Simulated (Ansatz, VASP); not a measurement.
## BN in VASP and in Ansatz

Contents of INCAR:

```
PREC = Accurate
ENCUT = 520
EDIFF = 1E-6
ISMEAR = 0
SIGMA = 0.05
LREAL = False
LASPH = True
NELM = 80
ALGO = Normal
ISIF = 2
LWAVE = False
LCHARG = False
GGA = PS
NBANDS = 16
```

File KPOINTS:

```
Automatic mesh
0
Gamma
  18 18 10
```

The input POSCAR:

```
BN
1.0
    2.5539396000      0.0000000000      0.0000000000
   -1.2769698000      2.2117765700      0.0000000000
    0.0000000000      0.0000000000      4.2268550000
B N
2 2
Direct
    0.6666666700      0.3333333300      0.9997240000
    0.3333333300      0.6666666700      0.4997240000
    0.6666666700      0.3333333300      0.6252760000
    0.3333333300      0.6666666700      0.1252760000
```

Input for Ansatz:

```yaml
crystal:
  lattice:
    - [2.5539396, 0.0, 0.0]
    - [-1.2769698, 2.21177657, 0.0]
    - [0.0, 0.0, 4.226855]
  atoms:
    - { symbol: B, position: [0.66666667, 0.33333333, 0.999724] }
    - { symbol: B, position: [0.33333333, 0.66666667, 0.499724] }
    - { symbol: "N", position: [0.66666667, 0.33333333, 0.625276] }
    - { symbol: "N", position: [0.33333333, 0.66666667, 0.125276] }
basis:
  ecutwfc: 420
kpoints:
  mp_grid: { grid: [18, 18, 10] }
hamiltonian:
  xc: pbesol
scf:
  occupations: { method: gaussian, width: 0.05 }
output:
  forces: true
  eigenvalues: true
  eigenstates:
    nscf_kmesh: { grid: [36, 36, 16] }
    top_band: c6
    de_dk: true
    localisation: true
  stress: true
checkpoint:
  write: ck
  compress: false
  write_wavefunctions: false
  write_every: 100000
```

Alike in both runs: task single point; functional PBEsol; k mesh 18 × 18 × 10; occupations gaussian, width 0.05 eV; no spin polarisation.

|  | VASP | Ansatz |
| --- | --- | --- |
| version | VASP 6.6.1 | Ansatz 0.2.0 |
| potentials or method | VASP PAW PBE potentials, release 64 (B, N), cutoff 520 eV | scalar-relativistic, plane waves, PAW |
| valence electrons in the cell | 16 | 16 |

```csv
,VASP,Ansatz,Ansatz less VASP
gap on the k mesh at the Fermi level (eV),4.97,4.99,+0.018
pressure (GPa),-5.4,-5.9,-0.55
"traceless stress, the component that is largest in VASP (GPa)",-0.42,-0.38,+0.047
rms of the force components (eV/Å),0.006,0.008,+0.0018
```

VASP's potentials were made for PBE, not for PBEsol. Atom by atom the forces differ by 0.002 eV/Å (rms over components).
